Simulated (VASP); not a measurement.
**PbO: relaxation of shape and atoms at fixed volume with r2SCAN**

Crystal: PbO.

```
Pb O
1.0
     4.02748    0.00000    0.00000
     0.00000    4.02748    0.00000
     0.00000    0.00000    5.52857
Pb O
2 2
Cartesian
  0.0000 2.0137 1.2005
  2.0137 0.0000 4.3281
  0.0000 0.0000 0.0000
  2.0137 2.0137 0.0000
```

```json
{
  "Program": "VASP 6.6.1",
  "Task": "relaxation of shape and atoms at fixed volume",
  "Functional": "r2SCAN",
  "Potentials or basis": "VASP PAW PBE potentials, release 64 (Pb_d, O)",
  "Cutoff": "600 eV",
  "k mesh": "8 × 8 × 6",
  "Occupations": "gaussian, width 0.02 eV",
  "Spin": "no spin polarisation",
  "Dipole correction": "no",
  "Further INCAR settings": "ALGO = Normal; EDIFF = 1e-06; IBRION = 2; EDIFFG = -0.01; NSW = 50; ISIF = 4"
}
```

The energy gained by relaxing is 2.0 meV/atom, the ionic steps are 7 and the pressure after relaxing is -0.6 GPa. The largest force after relaxing is 0.004 eV/Å. The band gap on the k mesh is 2.09 eV (least direct gap 2.34 eV).

Forces in eV/Å, atoms in the order of the input:
```
Pb   0.000  0.000  0.004
Pb   0.000  0.000 -0.004
O    0.000  0.000  0.000
O    0.000  0.000  0.000
```

Step by step:
```csv
step,energy change (eV),largest force (eV/Å),pressure (GPa),volume (Å³)
1,0.0000,0.2925,-2.00,89.68
2,-0.0054,0.0715,-1.28,89.68
3,-0.0059,0.0145,-1.01,89.68
4,-0.0068,0.0114,-0.91,89.68
5,-0.0077,0.0068,-0.74,89.68
6,-0.0071,0.0048,-0.42,89.68
7,-0.0079,0.0036,-0.64,89.68
```

Final structure:
```cif
data_structure
_symmetry_space_group_name_H-M 'P 1'
_symmetry_Int_Tables_number 1
_cell_length_a 4.0011
_cell_length_b 4.0011
_cell_length_c 5.6018
_cell_angle_alpha 90.000
_cell_angle_beta 90.000
_cell_angle_gamma 90.000
_cell_volume 89.68
loop_
_atom_site_label
_atom_site_type_symbol
_atom_site_fract_x
_atom_site_fract_y
_atom_site_fract_z
_atom_site_occupancy
Pb1 Pb 0.00000 0.50000 0.21290 1
Pb2 Pb 0.50000 0.00000 0.78710 1
O1 O 0.00000 0.00000 0.00000 1
O2 O 0.50000 0.50000 0.00000 1
```

Levels at points of the mesh, in eV from the valence-band top:
```
           k point  band 18  band 19  band 20  band 21  band 22  band 23
(0.00, 0.00, 0.00)    -1.65    -1.65     0.00     2.34     4.81     6.50
(0.50, 0.00, 0.00)    -2.97    -1.48    -1.48     3.45     3.45     6.24
(0.50, 0.50, 0.00)    -1.74    -1.02    -1.02     2.09     2.09     5.58
(0.00, 0.00, 0.50)    -1.67    -1.67    -0.95     2.23     4.71     4.95
(0.50, 0.00, 0.50)    -2.96    -1.05    -1.05     3.14     3.14     7.00
(0.50, 0.50, 0.50)    -2.01    -1.02    -1.02     4.05     4.05     4.39
```

Wall time 54 min on 1 thread of Oxide Virtual Turin-like Processor (shared host), peak memory 0.3 GiB.

Caveat: the PAW data sets were made with another functional, which shifts forces and pressure a little; spin-orbit coupling is left out, which moves the levels of the heavy elements. A k mesh can miss the band edges.
